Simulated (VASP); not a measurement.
Wanted: the native input for a VASP 6.6.1 run.

```
Task                   : single point
Functional             : PBE
Dispersion             : D3(BJ)
Potentials or basis    : VASP PAW PBE potentials, release 64 (Ta_pv, As)
Cutoff                 : 520 eV
k mesh                 : 18 × 18 × 18
Occupations            : fermi-dirac, width 0.15 eV
Spin                   : no spin polarisation
Dipole correction      : no
Further INCAR settings : ALGO = Normal; EDIFF = 1e-07; NBANDS = 24
```

The structure of TaAs (d3.b) lies in POSCAR:

```
TaAs
1.0
   -1.7167617680      1.7167617680      5.7830836756
    1.7167617680     -1.7167617680      5.7830836756
    1.7167617680      1.7167617680     -5.7830836756
Ta As
2 2
Direct
    0.5003955041      1.0003955041      0.5000000000
    0.7503955041      0.7503955041      0.0000000000
    0.0822039159      0.5822039159      0.5000000000
    0.3322039159      0.3322039159      0.0000000000
```

These files were run (other wordings do the same):

INCAR

```
SYSTEM = TaAs
  PREC = Accurate
  ENCUT = 520
  EDIFF = 1E-7
  ISMEAR = -1
  SIGMA = 0.15
  LREAL = .FALSE.
  LASPH = .TRUE.
  NELM = 100
  ALGO = Normal
  ISIF = 2
  LWAVE = .FALSE.
  LCHARG = .TRUE.
  GGA = PE
  IVDW = 12
  LELF = .TRUE.
  LVHAR = .TRUE.
  NBANDS = 24
```

KPOINTS

```
Automatic mesh
0
G
  18 18 18
  0 0 0
```

Potentials or basis: VASP PAW PBE potentials, release 64 (Ta_pv, As).

Launch:

```console
$ cat potpaw_PBE.64/Ta_pv/POTCAR potpaw_PBE.64/As/POTCAR > POTCAR
$ mpirun -np 1 vasp_std > vasp.out
```

Results of the run:

* Pressure: 0.5 GPa
* Band gap on the k mesh: zero (band 16 reaches 7.19 eV, above the bottom of band 17 at 7.16 eV)
* Dispersion energy per atom: -0.614 eV

Caveat: spin-orbit coupling is left out, which moves the levels of the heavy elements; pairwise dispersion overbinds metals, which lowers pressure and volume.

It took 21 min on 1 thread of Intel(R) Xeon(R) Platinum 8488C (Sapphire Rapids) (shared host), peak memory 0.89 GiB.
